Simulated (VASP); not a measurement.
## Al3Co4H: single point with PBEsol

System: Al3Co4H, a slab with vacuum.

```xyz
8
Lattice="2.8226 0.0000 0.0000 0.0000 2.8226 0.0000 0.0000 0.0000 27.4678" Properties=species:S:1:pos:R:3 pbc="T T T"
Co    1.4113    1.4113    8.5000
Co    1.4113    1.4113   11.3226
Co    1.4113    1.4113   14.1422
Co    1.4113    1.4113   17.0021
Al    0.0000    0.0000    9.9113
Al    0.0000    0.0000   12.7501
Al    0.0000    0.0000   15.6294
H     1.4113    1.4113   18.4784
```

```json
{
  "Program": "VASP 6.6.1",
  "Task": "single point",
  "Functional": "PBEsol",
  "Potentials or basis": "VASP PAW PBE potentials, release 64 (Co, Al, H)",
  "Cutoff": "520 eV",
  "k mesh": "10 × 10 × 1",
  "Occupations": "gaussian, width 0.1 eV",
  "Spin": "no spin polarisation",
  "Dipole correction": "yes",
  "Further INCAR settings": "ALGO = Normal; EDIFF = 1e-06; NBANDS = 33"
}
```

The largest force is 0.759 eV/Å. The band gap on the k mesh is zero (bands 23 and 24 overlap by 1.26 eV).

Forces in eV/Å, atoms in the order of the input:
```
Co   0.000  0.000  0.627
Co   0.000  0.000  0.131
Co   0.000  0.000  0.015
Co   0.000  0.000 -0.006
Al   0.000  0.000 -0.759
Al   0.000  0.000 -0.005
Al   0.000  0.000 -0.010
H    0.000  0.000  0.006
```

Levels at points of the mesh, in eV from the Fermi level:
| k point | band 21 | band 22 | band 23 | band 24 | band 25 | band 26 | band 27 | band 28 |
| --- | --- | --- | --- | --- | --- | --- | --- | --- |
| (0.00, 0.00, 0.00) | -0.31 | -0.25 | -0.25 | 0.07 | 0.11 | 1.00 | 2.35 | 4.01 |
| (0.50, 0.00, 0.00) | -0.48 | -0.26 | -0.18 | -0.14 | 0.11 | 0.45 | 0.52 | 1.37 |
| (0.50, 0.50, 0.00) | 0.52 | 0.56 | 0.92 | 0.92 | 2.19 | 2.77 | 2.77 | 2.77 |

Wall time 5.3 min on 1 thread of Intel(R) Xeon(R) 6975P-C (Granite Rapids) (shared host), peak memory 0.41 GiB.

Caveat: the PAW data sets were made with another functional, which shifts forces and pressure a little; the run has no spin polarisation, though such a crystal can be magnetic. Spin polarisation is off, so any magnetic state and its effect on volume and gap are missing.
